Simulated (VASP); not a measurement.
**Zr5O9 (a cell with a defect): single point with PBEsol**

Zr5O9 (a cell with a defect):

```
Zr O
1.0
     0.00000    0.00000    5.06435
    -5.06435   -2.53218    2.53218
     2.53218   -5.06435    2.53218
Zr O
5 9
Cartesian
  -2.5322 -5.0644 7.5965
  2.5322 -5.0644 2.5322
  0.0000 -2.5322 2.5322
  0.0000 -5.0644 5.0644
  -2.5322 -2.5322 5.0644
  -3.7983 -3.7983 6.3304
  1.2661 -3.7983 6.3304
  -1.2661 -1.2661 1.2661
  -1.2661 -3.7983 3.7983
  1.6882 -3.4983 3.7983
  -1.2661 -1.2661 3.7983
  -1.2661 -3.7983 6.3304
  -1.2661 -6.3304 8.8626
  -3.7983 -3.7983 3.7983
```

This cell differs from its parent crystal: atom 10 moved 0.167 of the way to it and +0.300 Å across, host rigid.

- Program: VASP 6.6.1
- Task: single point
- Functional: PBEsol
- Potentials or basis: VASP PAW PBE potentials, release 64 (Zr_sv, O)
- Cutoff: 520 eV
- k mesh: 4 × 4 × 4
- Occupations: gaussian, width 0.05 eV
- Spin: no spin polarisation

| Item | Value |
| --- | --- |
| Largest force | 7.235 eV/Å |

Forces on the atoms (eV/Å):
```
Zr   0.077  4.883  5.268
Zr  -1.493 -2.480 -2.461
Zr   0.277  0.559 -0.256
Zr   1.733  2.159 -1.368
Zr   1.967 -2.993  2.301
O   -0.765  1.506  0.108
O   -0.621 -0.434  0.029
O   -0.154  0.944  0.155
O    2.019  0.382  0.559
O   -1.763 -5.684 -4.114
O   -1.940  0.537  0.251
O   -0.012 -1.404 -0.583
O    0.412  0.057  0.299
O    0.262  1.970 -0.189
```

Levels at points of the mesh, in eV from the Fermi level:
```tsv
k point	band 53	band 54	band 55	band 56	band 57	band 58	band 59	band 60
(0.00, 0.00, 0.00)	-0.89	-0.75	-0.64	-0.57	0.80	2.98	3.09	3.36
(0.50, 0.00, 0.00)	-1.36	-1.12	-1.01	-0.86	1.50	3.11	3.26	3.46
(0.50, 0.50, 0.00)	-1.40	-1.06	-1.01	-0.80	1.47	3.03	3.33	3.61
(0.50, 0.50, 0.50)	-1.22	-1.11	-0.90	-0.81	1.59	2.96	3.34	3.55
(0.50, 0.00, 0.50)	-1.29	-1.18	-0.99	-0.63	1.64	3.10	3.35	3.42
(0.00, 0.50, 0.00)	-0.95	-0.67	-0.54	-0.36	0.97	2.98	3.09	3.39
(0.00, 0.00, 0.50)	-0.74	-0.62	-0.54	-0.47	0.96	2.99	3.26	3.65
(0.00, 0.50, 0.50)	-1.07	-0.93	-0.71	-0.28	1.63	3.07	3.25	3.39
```

Wall time 6.7 min on 1 thread of Intel(R) Xeon(R) Platinum 8375C CPU @ 2.90GHz (Ice Lake), with other jobs on the host, peak memory 0.44 GiB.

Caveat: the cell carries a net charge on a neutralising background, which shifts energy and pressure; the cell differs from its parent crystal (atom 10 moved 0.167 of the way to it and +0.300 Å across, host rigid); the cell is charged against a uniform background, so pressure and absolute levels hang on convention; the PAW data sets were made with another functional, which shifts forces and pressure a little.
